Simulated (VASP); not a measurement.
The system is InAs.

```xyz
2
Lattice="0.0000 2.8773 2.8773 2.8773 0.0000 2.8773 2.8773 2.8773 0.0000" Properties=species:S:1:pos:R:3 pbc="T T T"
In    2.8773    2.8773    2.8773
As    0.0000    0.0000    0.0000
```

| Property | Result |
| --- | --- |
| Program | VASP 6.6.1 |
| Task | relaxation of cell and atoms |
| Functional | PBEsol |
| Potentials or basis | VASP PAW PBE potentials, release 64 (In_d, As) |
| Cutoff | 600 eV |
| k mesh | 12 × 12 × 12 |
| Occupations | gaussian, width 0.1 eV |
| Spin | no spin polarisation |

At the start: pressure -3.2 GPa; volume 23.82 Å³/atom.

Q: Where does the relaxation end?

A: Over 3 steps the energy falls by 12.7 meV/atom and the volume is 22.63 Å³/atom (-5.0 %); space group Fm-3m (No. 225, to 0.05 Å).

The path:
| step | energy change (eV) | largest force (eV/Å) | pressure (GPa) | volume (Å³) |
| --- | --- | --- | --- | --- |
| 1 | 0.0000 | 0.0000 | -3.25 | 47.64 |
| 2 | -0.0215 | 0.0000 | 1.44 | 44.39 |
| 3 | -0.0253 | 0.0000 | 0.00 | 45.26 |

Final structure:
```yaml
crystal:
  lattice:
    - [0.00000, 2.82846, 2.82846]
    - [2.82846, 0.00000, 2.82846]
    - [2.82846, 2.82846, 0.00000]
  atoms:
    - { symbol: In, position: [0.50000, 0.50000, 0.50000] }
    - { symbol: As, position: [0.00000, 0.00000, 0.00000] }
```

Caveat: the PAW data sets were made with another functional, which shifts forces and pressure a little.
